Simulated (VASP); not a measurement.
Set up this calculation in VASP 6.6.1, as the native input.

```yaml
Task: relaxation of cell and atoms
Functional: r2SCAN
Potentials_or_basis: VASP PAW PBE potentials, release 64 (Ta_pv, N)
Cutoff: 600 eV
k_mesh: 18 × 18 × 8
Occupations: gaussian, width 0.1 eV
Spin: no spin polarisation
Target_pressure: 90 GPa
Dipole_correction: no
Further_INCAR_settings: ALGO = Normal; EDIFF = 1e-07; IBRION = 2; EDIFFG = -0.008; NSW = 70; ISIF = 3
```

TaN:

```
Ta N
1.0
     2.85316    0.00000    0.00000
    -1.42658    2.47091    0.00000
     0.00000    0.00000    5.84232
Ta N
2 2
Direct
  0.33333 0.66667 0.03494
  0.66667 0.33333 0.53494
  0.33333 0.66667 0.35006
  0.66667 0.33333 0.85006
```

One way to write it, as run:

POSCAR

```
TaN
1.0
    2.8531593374      0.0000000000      0.0000000000
   -1.4265796687      2.4709084672      0.0000000000
    0.0000000000      0.0000000000      5.8423227591
Ta N
2 2
Direct
    0.3333333333      0.6666666667      0.0349434788
    0.6666666667      0.3333333333      0.5349434788
    0.3333333333      0.6666666667      0.3500565212
    0.6666666667      0.3333333333      0.8500565212
```

INCAR.step1

```
SYSTEM = TaN
PREC     = Accurate       ! precision mode
ENCUT    = 600            ! plane-wave cutoff, eV
ISMEAR   = 0              ! smearing method
SIGMA    = 0.1            ! smearing width, eV
LREAL    = .False.        ! projectors in reciprocal space
LASPH    = .True.         ! aspherical terms in the spheres
NELM     = 80             ! most SCF steps
GGA      = PE             ! functional
ALGO     = Normal         ! electronic algorithm
EDIFF    = 1E-4           ! SCF threshold, eV
LWAVE    = .True.         ! write WAVECAR
LCHARG   = .False.        ! write CHGCAR
```

INCAR.step2

```
SYSTEM = TaN
PREC     = Accurate       ! precision mode
ENCUT    = 600            ! plane-wave cutoff, eV
EDIFF    = 1E-7           ! SCF threshold, eV
ISMEAR   = 0              ! smearing method
SIGMA    = 0.1            ! smearing width, eV
LREAL    = .False.        ! projectors in reciprocal space
LASPH    = .True.         ! aspherical terms in the spheres
NELM     = 80             ! most SCF steps
ALGO     = Normal         ! electronic algorithm
ISIF     = 3              ! what is computed and relaxed
LWAVE    = .False.        ! write WAVECAR
LCHARG   = .False.        ! write CHGCAR
METAGGA  = R2SCAN         ! meta-GGA
LMIXTAU  = .True.       
IBRION   = 2              ! ionic algorithm
NSW      = 70             ! ionic steps
EDIFFG   = -0.008         ! ionic threshold
PSTRESS  = 900.0        
ISTART   = 1
```

KPOINTS

```
Automatic mesh
0
Gamma
  18 18 8
  0 0 0
```

Potentials or basis: VASP PAW PBE potentials, release 64 (Ta_pv, N).

Run with:

```bash
$ cat potpaw_PBE.64/Ta_pv/POTCAR potpaw_PBE.64/N/POTCAR > POTCAR
$ cp INCAR.step1 INCAR
$ mpirun -np 1 vasp_std > vasp.out
$ cp INCAR.step2 INCAR
$ mpirun -np 1 vasp_std > vasp.out
```

Results of the run:

The relaxed volume is 10.32 Å³/atom. The relaxed cell is a = 2.823 Å, b = 2.823 Å, c = 5.983 Å, α = 90.00°, β = 90.00°, γ = 120.00°, the space group after relaxing (to 0.1 Å) is P6_3mc (No. 186) and the energy change on relaxing (the run minimises the enthalpy) is -27.5 meV/atom. The ionic steps are 10. The pressure after relaxing is 90.1 GPa. The largest force after relaxing is 0.004 eV/Å and the band gap on the k mesh is 0.10 eV (least direct gap 0.15 eV).

Caveat: the cell is relaxed towards a set pressure, so the run minimises the enthalpy, not the energy; the PAW data sets were made with another functional, which shifts forces and pressure a little; spin-orbit coupling is left out, which moves the levels of the heavy elements.

Run time: 2.5 h on 1 thread of Oxide Virtual Turin-like Processor (shared host), peak memory 0.3 GiB.
